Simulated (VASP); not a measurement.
Here is a VASP 6.6.1 calculation.

INCAR

```
SYSTEM = GdSi2
ALGO = Normal ; EDIFF = 1E-6
ENCUT = 520 ; GGA = CA
ISIF = 2 ; ISMEAR = -1
ISPIN = 2 ; LASPH = .TRUE.
LCHARG = .FALSE. ; LMAXMIX = 6
LORBIT = 11 ; LREAL = .FALSE.
LWAVE = .FALSE. ; MAGMOM = 7 0 0
NBANDS = 24 ; NELM = 150
PREC = Accurate ; SIGMA = 0.05
```

File KPOINTS:

```
k-points
0
G
  8 8 7
  0 0 0
```

Contents of POSCAR:

```
GdSi2
1.0
    4.2895569208      0.0000000000      0.0000000000
   -2.1447784604      3.7148652644      0.0000000000
    0.0000000000      0.0000000000      4.3024388674
Gd Si
1 2
Direct
    0.0000000000      0.0000000000      0.0000000000
    0.6666666667      0.3333333333      0.5000000000
    0.3333333333      0.6666666667      0.5000000000
```

Potentials or basis: VASP PAW PBE potentials, release 64 (Gd, Si).

Command:

```console
$ cat potpaw_PBE.64/Gd/POTCAR potpaw_PBE.64/Si/POTCAR > POTCAR
$ mpirun -np 1 vasp_std > vasp.out
```

(1) What does it give for the site moments?

(2) Estimate the pressure.

(3) What does it give for the net moment?

Results:

(1) Gd +6.65; Si -0.03 μB.

(2) -12.3 GPa.

(3) 6.69 μB per cell.

Caveat: the PAW data sets were made with another functional, which shifts forces and pressure a little.
